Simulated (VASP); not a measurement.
Wanted: the native input for a VASP 6.6.1 run.

```yaml
Task: single point
Functional: PBE
Potentials_or_basis: VASP PAW PBE potentials, release 64 (Li_sv, F)
Cutoff: 520 eV
k_mesh: 9 × 9 × 6
Occupations: gaussian, width 0.05 eV
Spin: no spin polarisation
Dipole_correction: no
Further_INCAR_settings: ALGO = Normal; EDIFF = 1e-06; NBANDS = 18
```

The structure of LiF lies in POSCAR:

```
LiF
1.0
    3.0932795901      0.0000000000      0.0000000000
   -1.5466397950      2.6788587060      0.0000000000
    0.0000000000      0.0000000000      5.0058543606
Li F
2 2
Direct
    0.3333333333      0.6666666667      0.3402706354
    0.6666666667      0.3333333333      0.8402706354
    0.3333333333      0.6666666667      0.9939266766
    0.6666666667      0.3333333333      0.4939266766
```

This cell differs from its parent crystal: c/a of the conventional cell at fixed volume 1.6183.

These files were run (other wordings do the same):

INCAR

```
ALGO = Normal
EDIFF = 1E-6
ENCUT = 520
GGA = PE
ISIF = 2
ISMEAR = 0
LASPH = True
LCHARG = False
LREAL = False
LWAVE = False
NBANDS = 18
NELM = 60
PREC = Accurate
SIGMA = 0.05
```

KPOINTS

```
k-points
0
Gamma
  9 9 6
```

Potentials or basis: VASP PAW PBE potentials, release 64 (Li_sv, F).

Run with:

```bash
$ cat potpaw_PBE.64/Li_sv/POTCAR potpaw_PBE.64/F/POTCAR > POTCAR
$ mpirun -np 1 vasp_std > vasp.out
```

It gave:

| Property | Result |
| --- | --- |
| Largest force | 0.809 eV/Å |
| Band gap on the k mesh | 7.58 eV, direct |

Run time: 34 s on 1 thread of AMD EPYC 9R45 (Zen 5), with other jobs on the host, peak memory 0.13 GiB.
